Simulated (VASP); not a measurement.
# CdS (Hawleyite) (F-43m) in VASP: notebook

CdS (Hawleyite) is run at these levels: PBE+D3(BJ); tasks: single point.

All numbers are computed with VASP 6.6.1; they aren't measurements. Logs are shortened: lines on timing, memory, paths and dates and some standing lists are left out, and cuts for length are marked.

### Step 1. The cell of the first run

It takes space group F-43m (No. 216, cubic). Conventional cell: a = 5.881 Å, b = 5.881 Å, c = 5.881 Å, α = 90.00°, β = 90.00°, γ = 90.00°. Within 3.4 Å of Cd (site symmetry -43m) lie 4 S at 2.55 Å. S (site symmetry -43m) has 4 Cd at 2.55 Å within 3.4 Å.

### Step 2. Single point, PBE+D3(BJ)

INCAR

```
  PREC = Accurate
  ENCUT = 520
  EDIFF = 1E-7
  ISMEAR = 1
  SIGMA = 0.1
  LREAL = False
  LASPH = True
  NELM = 80
  ALGO = Normal
  ISIF = 2
  LWAVE = False
  LCHARG = False
  GGA = PE
  IVDW = 12
  NBANDS = 16
```

KPOINTS

```
Automatic mesh
0
Gamma
  6 6 6
```

POSCAR

```
CdS
1.0
    0.0000000000      2.9406043989      2.9406043989
    2.9406043989      0.0000000000      2.9406043989
    2.9406043989      2.9406043989      0.0000000000
Cd S
1 1
Direct
    0.0000000000      0.0000000000      0.0000000000
    0.2500000000      0.2500000000      0.2500000000
```

Potentials or basis: VASP PAW PBE potentials, release 64 (Cd, S).

Started as:

```
cat potpaw_PBE.64/Cd/POTCAR potpaw_PBE.64/S/POTCAR > POTCAR
mpirun -np 1 vasp_std > vasp.out
```

OUTCAR:

```text
PREC = Accurate
   ENCUT = 520
   EDIFF = 1E-7
   ISMEAR = 1
   LREAL = False
   LASPH = True
   NELM = 80
   ISIF = 2
   GGA = PE
   IVDW = 12
 IVDW          = 12

 ion  position               nearest neighbor table
   1  0.000  0.000  0.000-   2 2.55   2 2.55   2 2.55   2 2.55
   2  0.250  0.250  0.250-   1 2.55   1 2.55   1 2.55   1 2.55

  LATTYP: Found a face centered cubic cell.
 ALAT       =     5.8812087978

  Lattice vectors:

 A1 = (   0.0000000000,   2.9406043989,   2.9406043989)
 A2 = (   2.9406043989,   0.0000000000,   2.9406043989)
 A3 = (   2.9406043989,   2.9406043989,   0.0000000000)

Analysis of symmetry for initial positions (statically):
=====================================================================
 Subroutine PRICEL returns:
 Original cell was already a primitive cell.

 Routine SETGRP: Setting up the symmetry group for a
 face centered cubic supercell.

 Subroutine GETGRP returns: Found 24 space group operations
 (whereof 24 operations were pure point group operations)
 out of a pool of 48 trial point group operations.

The static configuration has the point symmetry T_d .

Analysis of symmetry for dynamics (positions and initial velocities):
=====================================================================
 Subroutine PRICEL returns:
 Original cell was already a primitive cell.

 Routine SETGRP: Setting up the symmetry group for a
 face centered cubic supercell.

 Subroutine GETGRP returns: Found 24 space group operations
 (whereof 24 operations were pure point group operations)
 out of a pool of 48 trial point group operations.

The dynamic configuration has the point symmetry T_d .

 Subroutine INISYM returns: Found 24 space group operations
 (whereof 24 operations are pure point group operations),
 and found     1 'primitive' translations

----------------------------------------------------------------------------------------

                                     Primitive cell

  volume of cell :      50.8557

  direct lattice vectors                    reciprocal lattice vectors
     0.000000000  2.940604399  2.940604399    -0.170033072  0.170033072  0.170033072
     2.940604399  0.000000000  2.940604399     0.170033072 -0.170033072  0.170033072
     2.940604399  2.940604399  0.000000000     0.170033072  0.170033072 -0.170033072

  length of vectors
     4.158642622  4.158642622  4.158642622     0.294505920  0.294505920  0.294505920

  position of ions in fractional coordinates (direct lattice)
     0.000000000  0.000000000  0.000000000
     0.250000000  0.250000000  0.250000000

  ion indices of the primitive-cell ions
   primitive index   ion index
                 1           1
                 2           2

----------------------------------------------------------------------------------------

 KPOINTS: Automatic mesh

Automatic generation of k-mesh.
 Grid dimensions read from file:
 generate k-points for:    6    6    6

 Generating k-lattice:

  Cartesian coordinates                     Fractional coordinates (reciprocal lattice)
    -0.028338845  0.028338845  0.028338845     0.166666667  0.000000000  0.000000000
     0.028338845 -0.028338845  0.028338845     0.000000000  0.166666667  0.000000000
     0.028338845  0.028338845 -0.028338845     0.000000000  0.000000000  0.166666667

  Length of vectors
     0.049084320  0.049084320  0.049084320

  Shift w.r.t. Gamma in fractional coordinates (k-lattice)
     0.000000000  0.000000000  0.000000000

 Subroutine IBZKPT returns following result:
 ===========================================

 Found     16 irreducible k-points:

 Following reciprocal coordinates:
            Coordinates               Weight
  0.000000  0.000000  0.000000      1.000000
  0.166667  0.000000  0.000000      8.000000
  0.333333  0.000000  0.000000      8.000000
  0.500000  0.000000  0.000000      4.000000
  0.166667  0.166667  0.000000      6.000000
  0.333333  0.166667  0.000000     24.000000
[... 8 lines left out ...]
 -0.333333  0.333333  0.166667     24.000000
 -0.333333  0.500000  0.166667     12.000000
   k-points           NKPTS =     16   k-points in BZ     NKDIM =     16   number of bands    NBANDS=     16
   number of dos      NEDOS =    301   number of ions     NIONS =      2
   total plane-waves  NPLWV =  32768
   dimension x,y,z NGX =    32 NGY =   32 NGZ =   32
   dimension x,y,z NGXF=    64 NGYF=   64 NGZF=   64
   ions per type =               1   1
   NGX,Y,Z   is equivalent  to a cutoff of  12.79, 12.79, 12.79 a.u.
   NGXF,Y,Z  is equivalent  to a cutoff of  25.58, 25.58, 25.58 a.u.
 SYSTEM =  unknown system
   PREC   = accura    normal or accurate (medium, high low for compatibility)
   ISTART =      0    job   : 0-new  1-cont  2-samecut
   ICHARG =      2    charge: 1-file 2-atom 10-const
   ISPIN  =      1    spin polarized calculation?
   LNONCOLLINEAR =      F non collinear calculations
   LSORBIT =      F    spin-orbit coupling
   LASPH  =      T    aspherical Exc in radial PAW
   ENCUT  =  520.0 eV  38.22 Ry    6.18 a.u.   7.73  7.73  7.73*2*pi/ulx,y,z
   NELM   =     80;   NELMIN=  2; NELMDL= -5     # of ELM steps
   EDIFF  = 0.1E-06   stopping-criterion for ELM
   LREAL  =      F    real-space projection
   EDIFFG = 0.1E-05   stopping-criterion for IOM
   NSW    =      0    number of steps for IOM
   IBRION =     -1    ionic relax: 0-MD 1-quasi-New 2-CG
   NFREE  =      0    steps in history (QN), initial steepest desc. (CG)
   ISIF   =      2    stress and relaxation
   ISYM   =      2    0-nonsym 1-usesym 2-fastsym
   POTIM  = 0.5000    time-step for ionic-motion
   TEBEG  =    0.0;   TEEND  =   0.0 temperature during run
   PSTRESS=    0.0 pullay stress
   NELECT =      18.0000    total number of electrons
   NUPDOWN=      -1.0000    fix difference up-down
   EMIN   =  10.00;   EMAX   =-10.00  energy-range for DOS
   EFERMI =   0.00;   METHOD = LEGACY
   ISMEAR =     1;   SIGMA  =   0.10  broadening in eV -4-tet -1-fermi 0-gaus
   EFERMI_NEDOS =   21; number of points for ismear=-14 and -15
   IALGO  =     38    algorithm
   IMIX   =      4    mixing-type and parameters
     AMIX     =   0.40;   BMIX     =  1.00
     AMIX_MAG =   1.60;   BMIX_MAG =  1.00
  volume/ion in A,a.u.               =      25.43       171.60
  Fermi-wavevector in a.u.,A,eV,Ry     =   1.158028  2.188356 18.245806  1.341029
  Thomas-Fermi vector in A             =   2.294634
   LORBIT       =      0    0 simple, 1 ext, 2 COOP (PROOUT), +10 PAW based schemes
   GGA     = PE    functional components
   LHFCALC =     F    Hartree Fock is set to
   AEXX    =    0.0000 exact exchange contribution
   IVDW    =    12    specifies the selected vdW correction
   LEPSILON=     F    determine dielectric tensor
   LRPA    =     F    only Hartree local field effects (RPA)
 non-spin polarized calculation
 Methfessel and Paxton  Order N= 1 SIGMA  =   0.10
  energy-cutoff  :      520.00
  volume of cell :       50.86
 maximum number of plane-waves:      1382
   NGX = 15   NGY = 15   NGZ = 15

 number of electron      18.0000005 magnetization

 Free energy of the ion-electron system (eV)
  ---------------------------------------------------
  ext. energy  EPLUGINS =         0.00000000
  ---------------------------------------------------
  free energy    TOTEN  =        -6.13780245 eV

  energy without entropy =       -6.13789208  energy(sigma->0) =       -6.13783233

 E-fermi :   1.1915     XC(G=0):  -9.0336

 val. band max:        1.1080081333   @ k =   0.0000   0.0000   0.0000
 cond. band min:       2.2020808985   @ k =   0.0000   0.0000   0.0000
 fundamental gap:      1.0940727652
 Fermi energy:         1.1915064149

 k-point     1 :       0.0000    0.0000    0.0000
  band No.  band energies     occupation
      1     -11.1129      2.00000
      2      -6.5359      2.00000
      3      -6.5359      2.00000
      4      -6.5359      2.00000
      5      -6.0893      2.00000
      6      -6.0893      2.00000
[... 8 lines left out ...]
     15      12.5495      0.00000
     16      12.5495      0.00000

 k-point     2 :       0.1667    0.0000    0.0000
  band No.  band energies     occupation
      1     -11.0124      2.00000
      2      -6.5006      2.00000
      3      -6.5006      2.00000
      4      -6.4384      2.00000
      5      -6.0899      2.00000
      6      -6.0899      2.00000
[... 8 lines left out ...]
     15      11.7772      0.00000
     16      12.8769      0.00000

 k-point     3 :       0.3333    0.0000    0.0000
  band No.  band energies     occupation
      1     -10.8105      2.00000
      2      -6.4430      2.00000
      3      -6.4430      2.00000
      4      -6.0855      2.00000
      5      -6.0737      2.00000
      6      -6.0737      2.00000
[... 8 lines left out ...]
     15      12.1828      0.00000
     16      12.1828      0.00000

 k-point     4 :       0.5000    0.0000    0.0000
  band No.  band energies     occupation
      1     -10.7103      2.00000
      2      -6.4231      2.00000
      3      -6.4231      2.00000
      4      -6.0541      2.00000
      5      -6.0541      2.00000
      6      -5.7305      2.00000
[... 8 lines left out ...]
     15      13.6015      0.00000
     16      13.6015      0.00000
[... 172 lines left out ...]
 k-point    14 :       0.5000    0.3333    0.1667
  band No.  band energies     occupation
      1     -10.6819      2.00000
      2      -6.3587      2.00000
      3      -6.3503      2.00000
      4      -6.1763      2.00000
      5      -6.0521      2.00000
      6      -5.8085      2.00000
[... 8 lines left out ...]
     15      14.0182      0.00000
     16      14.2542      0.00000

 k-point    15 :      -0.3333    0.3333    0.1667
  band No.  band energies     occupation
      1     -10.6182      2.00000
      2      -6.3544      2.00000
      3      -6.3150      2.00000
      4      -6.1265      2.00000
      5      -6.0716      2.00000
      6      -5.5658      2.00000
[... 8 lines left out ...]
     15      13.5115      0.00000
     16      14.3447      0.00000

 k-point    16 :      -0.3333    0.5000    0.1667
  band No.  band energies     occupation
      1     -10.5871      2.00000
      2      -6.3187      2.00000
      3      -6.2821      2.00000
      4      -6.1609      2.00000
      5      -6.0497      2.00000
      6      -5.5376      2.00000
[... 8 lines left out ...]
     15      14.2337      0.00000
     16      14.3390      0.00000

------------------------ aborting loop because EDIFF is reached ----------------------------------------

 Edisp (eV)   -0.59642

 E8    (eV) :    -0.2428

  FORCE on cell =-STRESS in cart. coord.  units (eV):
  Direction    XX          YY          ZZ          XY          YZ          ZX
  --------------------------------------------------------------------------------------
  -------------------------------------------------------------------------------------
  Total      -0.15801    -0.15801    -0.15801     0.00000     0.00000     0.00000
  in kB      -4.97788    -4.97788    -4.97788     0.00000     0.00000     0.00000
  external pressure =       -4.98 kB  Pullay stress =        0.00 kB

 VOLUME and BASIS-vectors are now :
 -----------------------------------------------------------------------------
  energy-cutoff  :      520.00
  volume of cell :       50.86
      direct lattice vectors                 reciprocal lattice vectors
     0.000000000  2.940604399  2.940604399    -0.170033072  0.170033072  0.170033072
     2.940604399  0.000000000  2.940604399     0.170033072 -0.170033072  0.170033072
     2.940604399  2.940604399  0.000000000     0.170033072  0.170033072 -0.170033072

 POSITION                                       TOTAL-FORCE (eV/Angst)
 -----------------------------------------------------------------------------------
      0.00000      0.00000      0.00000         0.000000      0.000000      0.000000
      1.47030      1.47030      1.47030        -0.000000     -0.000000     -0.000000
 -----------------------------------------------------------------------------------
    total drift:                               -0.000000     -0.000000     -0.000000

  FREE ENERGIE OF THE ION-ELECTRON SYSTEM (eV)
  ---------------------------------------------------
  free  energy   TOTEN  =        -6.7342236791 eV

  energy  without entropy=       -6.7343133085  energy(sigma->0) =       -6.73425356
```

Run time: 9.4 s. Hardware: 1 thread of Intel Xeon 6975P-C, shared host; peak memory 0.18 GiB.

What came out:

* Free energy: -6.7342 eV
* Pressure: -0.5 GPa
* Band gap on the k mesh: 1.09 eV, direct
* Dispersion energy per atom: -0.298 eV

### Step 3. Single point, PBE+D3(BJ)

This run uses another cell than the first one, of 26.05 Å³/atom, 1.024 times its volume.

INCAR

```
SYSTEM = CdS
PREC = Accurate ; ENCUT = 520
EDIFF = 1E-6 ; ISMEAR = 1
SIGMA = 0.1 ; LREAL = .FALSE.
LASPH = .TRUE. ; NELM = 80
ALGO = Normal ; ISIF = 2
LWAVE = .FALSE. ; LCHARG = .FALSE.
GGA = PE ; IVDW = 12
NBANDS = 16
```

KPOINTS

```
Automatic mesh
0
G
  6 6 6
  0 0 0
```

POSCAR

```
CdS
1.0
    0.0000000000      2.9643199747      2.9643199747
    2.9643199747      0.0000000000      2.9643199747
    2.9643199747      2.9643199747      0.0000000000
Cd S
1 1
Direct
    0.0000000000      0.0000000000      0.0000000000
    0.2500000000      0.2500000000      0.2500000000
```

Potentials or basis: VASP PAW PBE potentials, release 64 (Cd, S).

Started as:

```
cat potpaw_PBE.64/Cd/POTCAR potpaw_PBE.64/S/POTCAR > POTCAR
mpirun -np 1 vasp_std > vasp.out
```

Wall time 8.1 s (1 thread of Intel Xeon 6975P-C, shared host); peak memory 0.18 GiB.

It converged, with:

| Item | Value |
| --- | --- |
| Free energy | -6.7254 eV |
| Pressure | -1.8 GPa |
| Band gap on the k mesh | 1.04 eV, direct |
| Dispersion energy per atom | -0.290 eV |

Levels at points of the mesh, in eV from the valence-band top:
```
           k point  band 7  band 8  band 9  band 10  band 11  band 12
(0.00, 0.00, 0.00)    0.00    0.00    0.00     1.04     6.55     6.55
(0.50, 0.00, 0.00)   -4.12   -0.68   -0.68     2.94     7.00     7.00
(0.50, 0.50, 0.00)   -3.74   -1.72   -1.72     3.63     4.28     9.03
```

A hybrid or GW would open this gap; PBE tends to underestimate it.
